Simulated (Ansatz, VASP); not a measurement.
## One calculation of Al2O3, two programs

```xyz
10
Lattice="2.3803 1.3742 4.3319 -2.3803 1.3742 4.3319 0.0000 -2.7485 4.3319" Properties=species:S:1:pos:R:3 pbc="T T T"
Al    0.0000    0.0000    4.5765
Al    0.0000    0.0000    1.9213
Al    0.0000    0.0000    8.4191
Al    0.0000    0.0000   11.0743
O    -0.9203    1.3742    7.5808
O    -0.7300   -1.4841    7.5808
O     0.7300    1.4841    5.4148
O     1.6503    0.1099    7.5808
O     0.9203   -1.3742    5.4148
O    -1.6503   -0.1099    5.4148
```

Alike in both runs: task single point; functional PBE; k mesh 5 × 5 × 5; no spin polarisation.

|  | VASP | Ansatz |
| --- | --- | --- |
| version | VASP 6.6.1 | Ansatz 0.2.0 |
| potentials or method | VASP PAW PBE potentials, release 64 (Al, O), cutoff 600 eV | plane waves, PAW |
| occupations | gaussian, width 0.01 eV | fixed |
| valence electrons in the cell | 48 | 48 |

```csv
,VASP,Ansatz,Ansatz less VASP
gap on the k mesh at the Fermi level (eV),6.22,6.22,0.000
```
